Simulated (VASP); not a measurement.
Crystal: Sc2Si.

```xyz
3
Lattice="1.7953 1.0365 6.0864 -1.7953 1.0365 6.0864 0.0000 -2.0730 6.0864" Properties=species:S:1:pos:R:3 pbc="T T T"
Sc    0.0000    0.0000   13.5102
Sc    0.0000    0.0000    4.7489
Si    0.0000    0.0000    0.0000
```

```yaml
Program: VASP 6.6.1
Task: relaxation of cell and atoms
Functional: r2SCAN
Potentials_or_basis: VASP PAW PBE potentials, release 64 (Sc_sv, Si)
Cutoff: 600 eV
k_mesh: 6 × 6 × 6
Occupations: gaussian, width 0.1 eV
Spin: no spin polarisation
```

At the start: pressure 15.3 GPa; volume 22.65 Å³/atom.

Problem. How do energy, volume and symmetry change on relaxing?

Solution. Over 13 steps the energy falls by 310.0 meV/atom and the volume is 23.44 Å³/atom (+3.5 %); space group R-3m (No. 166, to 0.1 Å) before and after.

The path:
```tsv
step	energy change (eV)	largest force (eV/Å)	pressure (GPa)	volume (Å³)
1	0.0000	2.6671	15.34	67.95
2	-0.2617	0.7347	-8.66	91.57
3	-0.6736	0.4364	-1.35	79.85
4	-0.6740	0.4731	-1.11	79.57
5	-0.6739	0.5066	-0.88	79.33
6	-0.7272	0.5137	-0.69	78.08
7	-0.8470	0.5356	0.22	74.22
8	-0.8775	0.1373	4.16	66.01
9	-0.9081	0.3696	2.66	68.78
10	-0.9272	0.1622	-0.35	70.49
11	-0.9294	0.0327	0.35	70.06
12	-0.9294	0.0442	0.32	70.08
13	-0.9301	0.0241	0.20	70.31
```

Final structure:
```xyz
3
Lattice="1.9708 1.1379 5.2258 -1.9708 1.1379 5.2258 0.0000 -2.2757 5.2258" Properties=species:S:1:pos:R:3 pbc="T T T"
Sc    0.0000    0.0000   11.8419
Sc    0.0000    0.0000    3.8355
Si    0.0000    0.0000    0.0000
```

Caveat: the PAW data sets were made with another functional, which shifts forces and pressure a little; the relaxation stopped at a loose force limit of 0.05 eV/Å, so its end isn't a converged minimum.
